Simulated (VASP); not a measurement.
# Sb in VASP: single point with PBE+D3(BJ)

Aim: the single point of Sb with PBE+D3(BJ).

Program: VASP 6.6.1. These are calculated values, not measurements. Logs are shortened: lines on timing, memory, paths and dates and some standing lists are left out, and cuts for length are marked.

## (1) The cell of the first run

The cell holds a slab with vacuum, 2 atoms: a = 4.096 Å, b = 4.096 Å, c = 26.870 Å, α = 90.00°, β = 90.00°, γ = 120.00°.

## (2) Single point, PBE+D3(BJ)

Contents of INCAR:

```
SYSTEM = Sb
ALGO = Normal
DIPOL = 0.5 0.5 0.317
EDIFF = 1E-6
ENCUT = 400
GGA = PE
GGA_COMPAT = .FALSE.
IDIPOL = 3
ISIF = 2
ISMEAR = 0
IVDW = 12
LASPH = .TRUE.
LCHARG = .TRUE.
LDIPOL = .TRUE.
LELF = .TRUE.
LREAL = .FALSE.
LVACPOTAV = .TRUE.
LVHAR = .TRUE.
LWAVE = .FALSE.
NBANDS = 12
NELM = 120
NELMDL = -8
PREC = Accurate
SIGMA = 0.04
```

Contents of KPOINTS:

```
k-points
0
G
  12 12 1
  0 0 0
```

Contents of POSCAR:

```
Sb
1.0
    4.0960309279      0.0000000000      0.0000000000
   -2.0480154639      3.5472668382      0.0000000000
    0.0000000000      0.0000000000     26.8700000000
Sb
2
Direct
    0.3333333333      0.6666666667      0.2867814611
    0.6666666667      0.3333333333      0.3478301642
```

Potentials or basis: VASP PAW PBE potentials, release 64 (Sb).

The run is started by

```console
cat potpaw_PBE.64/Sb/POTCAR > POTCAR
mpirun -np 1 vasp_std > vasp.out
```

OUTCAR:

```text
SYSTEM = Sb
   EDIFF = 1E-6
   ENCUT = 400
   GGA = PE
   ISIF = 2
   ISMEAR = 0
   IVDW = 12
   LASPH = .TRUE.
   LREAL = .FALSE.
   NELM = 120
   NELMDL = -8
   PREC = Accurate
 IVDW          = 12

 ion  position               nearest neighbor table
   1  0.333  0.667  0.287-   2 2.88   2 2.88   2 2.88
   2  0.667  0.333  0.348-   1 2.88   1 2.88   1 2.88

  LATTYP: Found a hexagonal cell.
 ALAT       =     4.0960309279
 C/A-ratio  =     6.5600090607

  Lattice vectors:

 A1 = (   4.0960309279,   0.0000000000,   0.0000000000)
 A2 = (  -2.0480154639,   3.5472668382,   0.0000000000)
 A3 = (   0.0000000000,   0.0000000000,  26.8700000000)

Analysis of symmetry for initial positions (statically):
=====================================================================
 Subroutine PRICEL returns:
 Original cell was already a primitive cell.

 Routine SETGRP: Setting up the symmetry group for a
 hexagonal supercell.

 Subroutine GETGRP returns: Found 12 space group operations
 (whereof  6 operations were pure point group operations)
 out of a pool of 24 trial point group operations.

The static configuration has the point symmetry C_3v.
 The point group associated with its full space group is D_3d.

Analysis of symmetry for dynamics (positions and initial velocities):
=====================================================================
 Subroutine PRICEL returns:
 Original cell was already a primitive cell.

 Routine SETGRP: Setting up the symmetry group for a
 hexagonal supercell.

 Subroutine GETGRP returns: Found 12 space group operations
 (whereof  6 operations were pure point group operations)
 out of a pool of 24 trial point group operations.

The dynamic configuration has the point symmetry C_3v.
 The point group associated with its full space group is D_3d.

 Subroutine INISYM returns: Found 12 space group operations
 (whereof  6 operations are pure point group operations),
 and found     1 'primitive' translations

----------------------------------------------------------------------------------------

                                     Primitive cell

  volume of cell :     390.4134

  direct lattice vectors                    reciprocal lattice vectors
     4.096030928  0.000000000  0.000000000     0.244138782  0.140953591  0.000000000
    -2.048015464  3.547266838  0.000000000     0.000000000  0.281907183  0.000000000
     0.000000000  0.000000000 26.870000000     0.000000000  0.000000000  0.037216226

  length of vectors
     4.096030928  4.096030928 26.870000000     0.281907183  0.281907183  0.037216226

  position of ions in fractional coordinates (direct lattice)
     0.333333333  0.666666667  0.286781461
     0.666666667  0.333333333  0.347830164

  ion indices of the primitive-cell ions
   primitive index   ion index
                 1           1
                 2           2

----------------------------------------------------------------------------------------

 KPOINTS: k-points

Automatic generation of k-mesh.
 Grid dimensions read from file:
 generate k-points for:   12   12    1

 Generating k-lattice:

  Cartesian coordinates                     Fractional coordinates (reciprocal lattice)
     0.020344898  0.011746133  0.000000000     0.083333333 -0.000000000  0.000000000
     0.000000000  0.023492265  0.000000000     0.000000000  0.083333333  0.000000000
     0.000000000  0.000000000  0.037216226     0.000000000  0.000000000  1.000000000

  Length of vectors
     0.023492265  0.023492265  0.037216226

  Shift w.r.t. Gamma in fractional coordinates (k-lattice)
     0.000000000  0.000000000  0.000000000

 Subroutine IBZKPT returns following result:
 ===========================================

 Found     19 irreducible k-points:

 Following reciprocal coordinates:
            Coordinates               Weight
  0.000000  0.000000  0.000000      1.000000
  0.083333  0.000000  0.000000      6.000000
  0.166667  0.000000  0.000000      6.000000
  0.250000  0.000000  0.000000      6.000000
  0.333333  0.000000  0.000000      6.000000
  0.416667  0.000000  0.000000      6.000000
[... 11 lines left out ...]
  0.333333  0.250000  0.000000     12.000000
  0.333333  0.333333  0.000000      2.000000
   k-points           NKPTS =     19   k-points in BZ     NKDIM =     19   number of bands    NBANDS=     12
   number of dos      NEDOS =    301   number of ions     NIONS =      2
   total plane-waves  NPLWV = 141120
   dimension x,y,z NGX =    28 NGY =   28 NGZ =  180
   dimension x,y,z NGXF=    56 NGYF=   56 NGZF=  360
   ions per type =               2
   NGX,Y,Z   is equivalent  to a cutoff of  11.36, 11.36, 11.14 a.u.
   NGXF,Y,Z  is equivalent  to a cutoff of  22.73, 22.73, 22.27 a.u.
 SYSTEM =  Sb
   PREC   = accura    normal or accurate (medium, high low for compatibility)
   ISTART =      0    job   : 0-new  1-cont  2-samecut
   ICHARG =      2    charge: 1-file 2-atom 10-const
   ISPIN  =      1    spin polarized calculation?
   LNONCOLLINEAR =      F non collinear calculations
   LSORBIT =      F    spin-orbit coupling
   LASPH  =      T    aspherical Exc in radial PAW
   ENCUT  =  400.0 eV  29.40 Ry    5.42 a.u.   6.68  6.68 43.82*2*pi/ulx,y,z
   NELM   =    120;   NELMIN=  2; NELMDL= -8     # of ELM steps
   EDIFF  = 0.1E-05   stopping-criterion for ELM
   LREAL  =      F    real-space projection
   EDIFFG = 0.1E-04   stopping-criterion for IOM
   NSW    =      0    number of steps for IOM
   IBRION =     -1    ionic relax: 0-MD 1-quasi-New 2-CG
   NFREE  =      0    steps in history (QN), initial steepest desc. (CG)
   ISIF   =      2    stress and relaxation
   ISYM   =      2    0-nonsym 1-usesym 2-fastsym
   POTIM  = 0.5000    time-step for ionic-motion
   TEBEG  =    0.0;   TEEND  =   0.0 temperature during run
   PSTRESS=    0.0 pullay stress
   NELECT =      10.0000    total number of electrons
   NUPDOWN=      -1.0000    fix difference up-down
   EMIN   =  10.00;   EMAX   =-10.00  energy-range for DOS
   EFERMI =   0.00;   METHOD = LEGACY
   ISMEAR =     0;   SIGMA  =   0.04  broadening in eV -4-tet -1-fermi 0-gaus
   EFERMI_NEDOS =   21; number of points for ismear=-14 and -15
   IALGO  =     38    algorithm
   IMIX   =      4    mixing-type and parameters
     AMIX     =   0.40;   BMIX     =  1.00
     AMIX_MAG =   1.60;   BMIX_MAG =  1.00
  volume/ion in A,a.u.               =     195.21      1317.32
  Fermi-wavevector in a.u.,A,eV,Ry     =   0.482577  0.911938  3.168532  0.232881
  Thomas-Fermi vector in A             =   1.481280
   LORBIT       =      0    0 simple, 1 ext, 2 COOP (PROOUT), +10 PAW based schemes
   GGA     = PE    functional components
   LHFCALC =     F    Hartree Fock is set to
   AEXX    =    0.0000 exact exchange contribution
   IVDW    =    12    specifies the selected vdW correction
   LEPSILON=     F    determine dielectric tensor
   LRPA    =     F    only Hartree local field effects (RPA)
 non-spin polarized calculation
 Gauss-broadening in eV      SIGMA  =   0.04
  energy-cutoff  :      400.00
  volume of cell :      390.41
 maximum number of plane-waves:      7145
 NGX is ok and might be reduce to    28
   NGX = 13   NGY = 13   NGZ = 87

 dipolmoment           0.000000      0.000000     -0.000010 electrons x Angstroem

 number of electron      10.0000000 magnetization

 dipolmoment           0.000000      0.000000      0.000001 electrons x Angstroem

 Free energy of the ion-electron system (eV)
  ---------------------------------------------------
  ext. energy  EPLUGINS =         0.00000000
  ---------------------------------------------------
  free energy    TOTEN  =        -8.10481959 eV

  energy without entropy =       -8.10481959  energy(sigma->0) =       -8.10481959

 E-fermi :  -2.8847     XC(G=0):  -2.0155

 val. band max:       -3.0515980811   @ k =   0.0000   0.0000   0.0000
 cond. band min:      -1.7920228759   @ k =   0.3333   0.0000   0.0000
 fundamental gap:      1.2595752051
 Fermi energy:        -2.8847066874

 k-point     1 :       0.0000    0.0000    0.0000
  band No.  band energies     occupation
      1     -14.4171      2.00000
      2      -9.3727      2.00000
      3      -3.6881      2.00000
      4      -3.0516      2.00000
      5      -3.0516      2.00000
      6      -1.4541      0.00000
      7      -0.2450      0.00000
      8      -0.2450      0.00000
      9       1.2203      0.00000
     10       1.4867      0.00000
     11       1.9356      0.00000
     12       2.2330      0.00000

 k-point     2 :       0.0833    0.0000    0.0000
  band No.  band energies     occupation
      1     -14.3423      2.00000
      2      -9.3680      2.00000
      3      -3.7892      2.00000
      4      -3.6541      2.00000
      5      -3.2250      2.00000
      6      -0.9570      0.00000
      7      -0.3338      0.00000
      8      -0.0775      0.00000
      9       1.3218      0.00000
     10       1.5709      0.00000
     11       2.0177      0.00000
     12       2.3178      0.00000

 k-point     3 :       0.1667    0.0000    0.0000
  band No.  band energies     occupation
      1     -14.1201      2.00000
      2      -9.3888      2.00000
      3      -4.8768      2.00000
      4      -3.6092      2.00000
      5      -3.5852      2.00000
      6      -1.2729      0.00000
      7       0.2463      0.00000
      8       0.2632      0.00000
      9       1.5673      0.00000
     10       1.8179      0.00000
     11       2.2549      0.00000
     12       2.5603      0.00000

 k-point     4 :       0.2500    0.0000    0.0000
  band No.  band energies     occupation
      1     -13.7595      2.00000
      2      -9.5456      2.00000
      3      -5.7194      2.00000
      4      -4.0164      2.00000
      5      -3.6092      2.00000
      6      -1.7105      0.00000
      7       0.4141      0.00000
      8       0.4728      0.00000
      9       1.8223      0.00000
     10       2.1999      0.00000
     11       2.6430      0.00000
     12       2.9316      0.00000

 k-point     5 :       0.3333    0.0000    0.0000
  band No.  band energies     occupation
      1     -13.2832      2.00000
      2      -9.9565      2.00000
      3      -6.1123      2.00000
      4      -4.3477      2.00000
      5      -3.8950      2.00000
      6      -1.7920      0.00000
      7       0.0111      0.00000
      8       0.5415      0.00000
      9       2.3080      0.00000
     10       2.4174      0.00000
     11       3.0883      0.00000
     12       3.4249      0.00000
[... 153 lines left out ...]
      1     -12.2358      2.00000
      2     -10.9897      2.00000
      3      -6.2153      2.00000
      4      -5.1810      2.00000
      5      -4.5416      2.00000
      6      -1.0252      0.00000
      7      -0.1154      0.00000
      8       0.2171      0.00000
      9       2.4194      0.00000
     10       4.0842      0.00000
     11       4.2393      0.00000
     12       4.3738      0.00000

 k-point    17 :       0.2500    0.2500    0.0000
  band No.  band energies     occupation
      1     -12.5761      2.00000
      2     -10.5814      2.00000
      3      -6.1311      2.00000
      4      -5.5949      2.00000
      5      -4.1295      2.00000
      6      -1.0642      0.00000
      7      -0.3089      0.00000
      8       0.8461      0.00000
      9       3.0690      0.00000
     10       3.2640      0.00000
     11       3.7402      0.00000
     12       3.7442      0.00000

 k-point    18 :       0.3333    0.2500    0.0000
  band No.  band energies     occupation
      1     -12.0697      2.00000
      2     -11.0874      2.00000
      3      -6.4601      2.00000
      4      -5.2315      2.00000
      5      -4.5234      2.00000
      6      -1.3769      0.00000
      7       0.1593      0.00000
      8       0.6454      0.00000
      9       3.2072      0.00000
     10       3.7656      0.00000
     11       4.0375      0.00000
     12       4.4192      0.00000

 k-point    19 :       0.3333    0.3333    0.0000
  band No.  band energies     occupation
      1     -11.5673      2.00000
      2     -11.5673      2.00000
      3      -6.6336      2.00000
      4      -4.8693      2.00000
      5      -4.8693      2.00000
      6      -1.5785      0.00000
      7       0.5376      0.00000
      8       0.5376      0.00000
      9       3.5433      0.00000
     10       4.2498      0.00000
     11       4.2498      0.00000
     12       4.7112      0.00000

------------------------ aborting loop because EDIFF is reached ----------------------------------------

 vacuum level on the upper side and lower side of the slab       (xc-potential included)        -0.126        -0.128

 Edisp (eV)   -0.46669

 E8    (eV) :    -0.2323

  FORCE on cell =-STRESS in cart. coord.  units (eV):
  Direction    XX          YY          ZZ          XY          YZ          ZX
  --------------------------------------------------------------------------------------
  -------------------------------------------------------------------------------------
  Total      -0.22473    -0.22473     0.13428    -0.00000    -0.00000    -0.00000
  in kB      -0.92226    -0.92226     0.55105    -0.00000    -0.00000    -0.00000
  external pressure =       -0.43 kB  Pullay stress =        0.00 kB

 VOLUME and BASIS-vectors are now :
 -----------------------------------------------------------------------------
  energy-cutoff  :      400.00
  volume of cell :      390.41
      direct lattice vectors                 reciprocal lattice vectors
     4.096030928  0.000000000  0.000000000     0.244138782  0.140953591  0.000000000
    -2.048015464  3.547266838  0.000000000     0.000000000  0.281907183  0.000000000
     0.000000000  0.000000000 26.870000000     0.000000000  0.000000000  0.037216226

 POSITION                                       TOTAL-FORCE (eV/Angst)
 -----------------------------------------------------------------------------------
     -0.00000      2.36484      7.70582        -0.000000      0.000000     -0.085422
      2.04802      1.18242      9.34620         0.000000      0.000000      0.085422
 -----------------------------------------------------------------------------------
    total drift:                                0.000000      0.000000      0.000006

  FREE ENERGIE OF THE ION-ELECTRON SYSTEM (eV)
  ---------------------------------------------------
  free  energy   TOTEN  =        -8.5715141211 eV

  energy  without entropy=       -8.5715141211  energy(sigma->0) =       -8.57151412

 vacuum level on the upper side and lower side of the slab         1.767         1.767
```

Wall time 2.5 min (1 thread of AMD EPYC 7R13, shared host); peak memory 0.34 GiB.

Results:

* Free energy: -8.5715 eV
* Largest force: 0.085 eV/Å
* Band gap on the k mesh: 1.26 eV, indirect (least direct gap 1.60 eV)
* Dispersion energy per atom: -0.233 eV
* Ionisation potential of the upper face: 4.82 eV

Forces in eV/Å, atoms in the order of the input:
```
Sb   0.000  0.000 -0.085
Sb   0.000  0.000  0.085
```

Caveat: spin-orbit coupling is left out, which moves the levels of the heavy elements.
